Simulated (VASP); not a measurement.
# ZnO (P6_3mc) in VASP: notebook

Runs on ZnO. Level: r2SCAN. Tasks: single point.

Everything below comes from runs of VASP 6.6.1. Logs are shortened: lines on timing, memory, paths and dates and some standing lists are left out, and cuts for length are marked.

## (1) The cell of the first run

It takes space group P6_3mc (No. 186, hexagonal). Conventional cell: a = 3.101 Å, b = 3.101 Å, c = 4.991 Å, α = 90.00°, β = 90.00°, γ = 120.00°. Zn (site symmetry 3m) has 4 O at 1.89 to 1.90 Å within 2.5 Å. O (site symmetry 3m) has 4 Zn at 1.89 to 1.90 Å within 2.5 Å.

## (2) Single point, r2SCAN (10.39 Å³/atom)

POSCAR

```
ZnO
1.0
    3.1010732281      0.0000000000      0.0000000000
   -1.5505366141      2.6856081946      0.0000000000
    0.0000000000      0.0000000000      4.9913143411
Zn O
2 2
Direct
    0.3333333333      0.6666666667      0.4996273842
    0.6666666667      0.3333333333     -0.0003726158
    0.6666666667      0.3333333333      0.3793826158
    0.3333333333      0.6666666667      0.8793826158
```

INCAR.step1

```
SYSTEM = ZnO
  PREC = Accurate
  ENCUT = 910
  ISMEAR = 0
  SIGMA = 0.02
  LREAL = .FALSE.
  LASPH = .TRUE.
  NELM = 120
  NBANDS = 26
  GGA = PE
  ALGO = Normal
  EDIFF = 1E-5
  LWAVE = .TRUE.
  LCHARG = .FALSE.
  GGA_COMPAT = .FALSE.
```

INCAR.step2

```
SYSTEM = ZnO
  PREC = Accurate
  ENCUT = 910
  EDIFF = 1E-6
  ISMEAR = 0
  SIGMA = 0.02
  LREAL = .FALSE.
  LASPH = .TRUE.
  NELM = 120
  ALGO = Normal
  ISIF = 2
  LWAVE = .FALSE.
  LCHARG = .TRUE.
  METAGGA = R2SCAN
  LMIXTAU = .TRUE.
  LELF = .TRUE.
  LVHAR = .TRUE.
  NBANDS = 26
  ISTART = 1
  GGA_COMPAT = .FALSE.
```

KPOINTS

```
regular mesh
0
G
  12 12 6
  0 0 0
```

Potentials or basis: VASP PAW PBE potentials, release 64 (Zn, O_h).

Launch:

```bash
cat potpaw_PBE.64/Zn/POTCAR potpaw_PBE.64/O_h/POTCAR > POTCAR
cp INCAR.step1 INCAR
mpirun -np 1 vasp_std > vasp.out
cp INCAR.step2 INCAR
mpirun -np 1 vasp_std > vasp.out
```

OUTCAR:

```text
SYSTEM = ZnO
   PREC = Accurate
   ENCUT = 910
   EDIFF = 1E-6
   ISMEAR = 0
   LREAL = .FALSE.
   LASPH = .TRUE.
   NELM = 120
   ISIF = 2
   METAGGA = R2SCAN
   ISTART = 1

 ion  position               nearest neighbor table
   1  0.333  0.667  0.500-   3 1.89   3 1.89   3 1.89   4 1.90
   2  0.667  0.333  1.000-   4 1.89   4 1.89   4 1.89   3 1.90
   3  0.667  0.333  0.379-   1 1.89   1 1.89   1 1.89   2 1.90
   4  0.333  0.667  0.879-   2 1.89   2 1.89   2 1.89   1 1.90

  LATTYP: Found a hexagonal cell.
 ALAT       =     3.1010732281
 C/A-ratio  =     1.6095441720

  Lattice vectors:

 A1 = (   3.1010732281,   0.0000000000,   0.0000000000)
 A2 = (  -1.5505366141,   2.6856081946,   0.0000000000)
 A3 = (   0.0000000000,   0.0000000000,   4.9913143411)

Analysis of symmetry for initial positions (statically):
=====================================================================
 Subroutine PRICEL returns:
 Original cell was already a primitive cell.

 Routine SETGRP: Setting up the symmetry group for a
 hexagonal supercell.

 Subroutine GETGRP returns: Found 12 space group operations
 (whereof  6 operations were pure point group operations)
 out of a pool of 24 trial point group operations.

The static configuration has the point symmetry C_3v.
 The point group associated with its full space group is C_6v.

Analysis of symmetry for dynamics (positions and initial velocities):
=====================================================================
 Subroutine PRICEL returns:
 Original cell was already a primitive cell.

 Routine SETGRP: Setting up the symmetry group for a
 hexagonal supercell.

 Subroutine GETGRP returns: Found 12 space group operations
 (whereof  6 operations were pure point group operations)
 out of a pool of 24 trial point group operations.

The dynamic configuration has the point symmetry C_3v.
 The point group associated with its full space group is C_6v.

 Subroutine INISYM returns: Found 12 space group operations
 (whereof  6 operations are pure point group operations),
 and found     1 'primitive' translations

----------------------------------------------------------------------------------------

                                     Primitive cell

  volume of cell :      41.5690

  direct lattice vectors                    reciprocal lattice vectors
     3.101073228  0.000000000  0.000000000     0.322469006  0.186177567  0.000000000
    -1.550536614  2.685608195  0.000000000     0.000000000  0.372355134  0.000000000
     0.000000000  0.000000000  4.991314341     0.000000000  0.000000000  0.200348031

  length of vectors
     3.101073228  3.101073228  4.991314341     0.372355134  0.372355134  0.200348031

  position of ions in fractional coordinates (direct lattice)
     0.333333333  0.666666667  0.499627384
     0.666666667  0.333333333  0.999627384
     0.666666667  0.333333333  0.379382616
     0.333333333  0.666666667  0.879382616

  ion indices of the primitive-cell ions
   primitive index   ion index
                 1           1
                 2           2
                 3           3
                 4           4

----------------------------------------------------------------------------------------

 KPOINTS: regular mesh

Automatic generation of k-mesh.
 Grid dimensions read from file:
 generate k-points for:   12   12    6

 Generating k-lattice:

  Cartesian coordinates                     Fractional coordinates (reciprocal lattice)
     0.026872417  0.015514797  0.000000000     0.083333333  0.000000000  0.000000000
     0.000000000  0.031029595  0.000000000     0.000000000  0.083333333  0.000000000
     0.000000000  0.000000000  0.033391338     0.000000000  0.000000000  0.166666667

  Length of vectors
     0.031029595  0.031029595  0.033391338

  Shift w.r.t. Gamma in fractional coordinates (k-lattice)
     0.000000000  0.000000000  0.000000000

 Subroutine IBZKPT returns following result:
 ===========================================

 Found     76 irreducible k-points:

 Following reciprocal coordinates:
            Coordinates               Weight
  0.000000  0.000000  0.000000      1.000000
  0.083333 -0.000000  0.000000      6.000000
  0.166667 -0.000000  0.000000      6.000000
  0.250000 -0.000000  0.000000      6.000000
  0.333333 -0.000000  0.000000      6.000000
  0.416667 -0.000000  0.000000      6.000000
[... 16 lines left out ...]
  0.250000 -0.000000  0.166667     12.000000
  0.333333 -0.000000  0.166667     12.000000
 [... further k-points ...]
   k-points           NKPTS =     76   k-points in BZ     NKDIM =     76   number of bands    NBANDS=     26
   number of dos      NEDOS =    301   number of ions     NIONS =      4
   total plane-waves  NPLWV =  51200
   dimension x,y,z NGX =    32 NGY =   32 NGZ =   50
   dimension x,y,z NGXF=    64 NGYF=   64 NGZF=  100
   ions per type =               2   2
   NGX,Y,Z   is equivalent  to a cutoff of  17.15, 17.15, 16.65 a.u.
   NGXF,Y,Z  is equivalent  to a cutoff of  34.31, 34.31, 33.31 a.u.
 SYSTEM =  ZnO
   PREC   = accura    normal or accurate (medium, high low for compatibility)
   ISTART =      1    job   : 0-new  1-cont  2-samecut
   ICHARG =      0    charge: 1-file 2-atom 10-const
   ISPIN  =      1    spin polarized calculation?
   LNONCOLLINEAR =      F non collinear calculations
   LSORBIT =      F    spin-orbit coupling
   LASPH  =      T    aspherical Exc in radial PAW
   ENCUT  =  910.0 eV  66.88 Ry    8.18 a.u.   7.63  7.63 12.28*2*pi/ulx,y,z
   NELM   =    120;   NELMIN=  2; NELMDL=  0     # of ELM steps
   EDIFF  = 0.1E-05   stopping-criterion for ELM
   LREAL  =      F    real-space projection
   EDIFFG = 0.1E-04   stopping-criterion for IOM
   NSW    =      0    number of steps for IOM
   IBRION =     -1    ionic relax: 0-MD 1-quasi-New 2-CG
   NFREE  =      0    steps in history (QN), initial steepest desc. (CG)
   ISIF   =      2    stress and relaxation
   ISYM   =      2    0-nonsym 1-usesym 2-fastsym
   POTIM  = 0.5000    time-step for ionic-motion
   TEBEG  =    0.0;   TEEND  =   0.0 temperature during run
   PSTRESS=    0.0 pullay stress
   NELECT =      36.0000    total number of electrons
   NUPDOWN=      -1.0000    fix difference up-down
   EMIN   =  10.00;   EMAX   =-10.00  energy-range for DOS
   EFERMI =   0.00;   METHOD = LEGACY
   ISMEAR =     0;   SIGMA  =   0.02  broadening in eV -4-tet -1-fermi 0-gaus
   EFERMI_NEDOS =   21; number of points for ismear=-14 and -15
   IALGO  =     38    algorithm
   IMIX   =      4    mixing-type and parameters
     AMIX     =   0.40;   BMIX     =  1.00
     AMIX_MAG =   1.60;   BMIX_MAG =  1.00
  volume/ion in A,a.u.               =      10.39        70.13
  Fermi-wavevector in a.u.,A,eV,Ry     =   1.560459  2.948841 33.130641  2.435033
  Thomas-Fermi vector in A             =   2.663668
   LORBIT       =      0    0 simple, 1 ext, 2 COOP (PROOUT), +10 PAW based schemes
   METAGGA = R2SCAN    functional components
   LHFCALC =     F    Hartree Fock is set to
   AEXX    =    0.0000 exact exchange contribution
   IVDW    =     0    specifies the selected vdW correction
   LEPSILON=     F    determine dielectric tensor
   LRPA    =     F    only Hartree local field effects (RPA)
 non-spin polarized calculation
 Gauss-broadening in eV      SIGMA  =   0.02
  energy-cutoff  :      910.00
  volume of cell :       41.57
 maximum number of plane-waves:      2623
 NGX is ok and might be reduce to    32
   NGX = 15   NGY = 15   NGZ = 25

 number of electron      36.0000009 magnetization

 Free energy of the ion-electron system (eV)
  ---------------------------------------------------
  ext. energy  EPLUGINS =         0.00000000
  ---------------------------------------------------
  free energy    TOTEN  =       -35.88885418 eV

  energy without entropy =      -35.88885418  energy(sigma->0) =      -35.88885418

 E-fermi :   2.7320     XC(G=0): -12.4812

 val. band max:        2.5747661346   @ k =   0.0000   0.0000   0.0000
 cond. band min:       4.0024700909   @ k =   0.0000   0.0000   0.0000
 fundamental gap:      1.4277039563
 Fermi energy:         2.7320282866

 k-point     1 :       0.0000    0.0000    0.0000
  band No.  band energies     occupation
      1     -17.7489      2.00000
      2     -16.8424      2.00000
      3      -4.3109      2.00000
      4      -4.0581      2.00000
      5      -4.0581      2.00000
      6      -3.9787      2.00000
[... 18 lines left out ...]
     25      18.5881      0.00000
     26      18.5881      0.00000

 k-point     2 :       0.0833   -0.0000    0.0000
  band No.  band energies     occupation
      1     -17.7011      2.00000
      2     -16.8209      2.00000
      3      -4.2499      2.00000
      4      -4.1130      2.00000
      5      -4.0293      2.00000
      6      -3.9472      2.00000
[... 18 lines left out ...]
     25      18.5182      0.00000
     26      18.7229      0.00000

 k-point     3 :       0.1667   -0.0000    0.0000
  band No.  band energies     occupation
      1     -17.5663      2.00000
      2     -16.7637      2.00000
      3      -4.2939      2.00000
      4      -4.0419      2.00000
      5      -3.9527      2.00000
      6      -3.9056      2.00000
[... 18 lines left out ...]
     25      18.2653      0.00000
     26      18.8333      0.00000

 k-point     4 :       0.2500   -0.0000    0.0000
  band No.  band energies     occupation
      1     -17.3701      2.00000
      2     -16.6912      2.00000
      3      -4.4452      2.00000
      4      -4.0151      2.00000
      5      -3.8563      2.00000
      6      -3.7771      2.00000
[... 18 lines left out ...]
     25      17.6354      0.00000
     26      18.5845      0.00000
[... 496 lines left out ...]
      1     -17.5145      2.00000
      2     -16.8192      2.00000
      3      -4.3455      2.00000
      4      -4.2062      2.00000
      5      -3.9400      2.00000
      6      -3.8937      2.00000
[... 18 lines left out ...]
     25      17.3428      0.00000
     26      18.5239      0.00000

 k-point    23 :       0.2500   -0.0000    0.1667
  band No.  band energies     occupation
      1     -17.3251      2.00000
      2     -16.7367      2.00000
      3      -4.4869      2.00000
      4      -4.1938      2.00000
      5      -3.8386      2.00000
      6      -3.7768      2.00000
[... 18 lines left out ...]
     25      17.6210      0.00000
     26      18.4294      0.00000

 k-point    24 :       0.3333   -0.0000    0.1667
  band No.  band energies     occupation
      1     -17.1171      2.00000
      2     -16.6651      2.00000
      3      -4.5766      2.00000
      4      -4.2463      2.00000
      5      -3.7495      2.00000
      6      -3.6285      2.00000
[... 18 lines left out ...]
     25      17.5998      0.00000
     26      18.4884      0.00000

 [... further k-points ...]
[... 5 lines left out ...]
  --------------------------------------------------------------------------------------
  -------------------------------------------------------------------------------------
  Total        7.0214589      7.0214589      6.9972016     -0.0000000      0.0000000      0.0000000
  in kB      270.6252666    270.6252666    269.6903273     -0.0000000      0.0000000      0.0000000
  external PRESSURE =     270.3136202 kB  Pullay stress =       0.0000000 kB

 VOLUME and BASIS-vectors are now :
 -----------------------------------------------------------------------------
  energy-cutoff  :      910.00
  volume of cell :       41.57
      direct lattice vectors                 reciprocal lattice vectors
     3.101073228  0.000000000  0.000000000     0.322469006  0.186177567  0.000000000
    -1.550536614  2.685608195  0.000000000     0.000000000  0.372355134  0.000000000
     0.000000000  0.000000000  4.991314341     0.000000000  0.000000000  0.200348031

 POSITION                                       TOTAL-FORCE (eV/Angst)
 -----------------------------------------------------------------------------------
     -0.00000      1.79041      2.49380         0.000000     -0.000000      0.006641
      1.55054      0.89520      4.98945        -0.000000      0.000000      0.006641
      1.55054      0.89520      1.89362        -0.000000      0.000000     -0.006641
     -0.00000      1.79041      4.38928         0.000000     -0.000000     -0.006641
 -----------------------------------------------------------------------------------
    total drift:                                0.000000     -0.000000      0.038451

  FREE ENERGIE OF THE ION-ELECTRON SYSTEM (eV)
  ---------------------------------------------------
  free  energy   TOTEN  =       -35.8888541834 eV

  energy  without entropy=      -35.8888541834  energy(sigma->0) =      -35.88885418
```

Run time: 8.8 min. Hardware: 1 thread of Intel Xeon Platinum 8259CL at 2.50GHz (Skylake/Cascade Lake), shared host; peak memory 0.34 GiB.

Results:

| Property | Result |
| --- | --- |
| Free energy | -35.8889 eV |
| Pressure | 27.0 GPa |
| Largest force | 0.007 eV/Å |
| Band gap on the k mesh | 1.43 eV |

Forces in eV/Å, atoms in the order of the input:
```
Zn   0.000  0.000  0.007
Zn   0.000  0.000  0.007
O    0.000  0.000 -0.007
O    0.000  0.000 -0.007
```

Caveat: the cutoff is under 1.25 times the usual one of these potentials, so pressure, stress and relaxed cells hold a basis-set (Pulay) error; the cell stands under pressure; the PAW data sets were made with another functional, which shifts forces and pressure a little.

(Part 1 of 2 ends here.)
